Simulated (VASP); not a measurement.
A run of VASP 6.6.1 is set up as follows.

The input INCAR:

```
PREC     = Accurate       # precision mode
ENCUT    = 520            # plane-wave cutoff, eV
EDIFF    = 1E-6           # SCF threshold, eV
ISMEAR   = -1             # smearing method
SIGMA    = 0.02           # smearing width, eV
LREAL    = False          # projectors in reciprocal space
LASPH    = True           # aspherical terms in the spheres
NELM     = 60             # most SCF steps
ALGO     = Normal         # electronic algorithm
ISIF     = 2              # what is computed and relaxed
LWAVE    = False          # write WAVECAR
LCHARG   = False          # write CHGCAR
GGA      = PE             # functional
NBANDS   = 11             # bands
```

File KPOINTS:

```
regular mesh
0
Gamma
  10 10 10
```

The input POSCAR:

```
AlN
1.0
    0.0000000000      2.1848764208      2.1848764208
    2.1496999104      0.0000000000      2.1848764208
    2.1496999104      2.1848764208      0.0000000000
Al N
1 1
Direct
    0.0000000000      0.0000000000      0.0000000000
    0.2500000000      0.2500000000      0.2500000000
```

Potentials or basis: VASP PAW PBE potentials, release 64 (Al, N).

Launch:

```sh
$ cat potpaw_PBE.64/Al/POTCAR potpaw_PBE.64/N/POTCAR > POTCAR
$ mpirun -np 1 vasp_std > vasp.out
```

(1) What does it give for the pressure?

(2) Estimate the band gap on the k mesh.

## Answers

(1) 7.8 GPa.

(2) 3.23 eV, indirect (least direct gap 4.28 eV).

Caveat: the cell differs from its parent crystal (uniaxial x strain -1.6%).
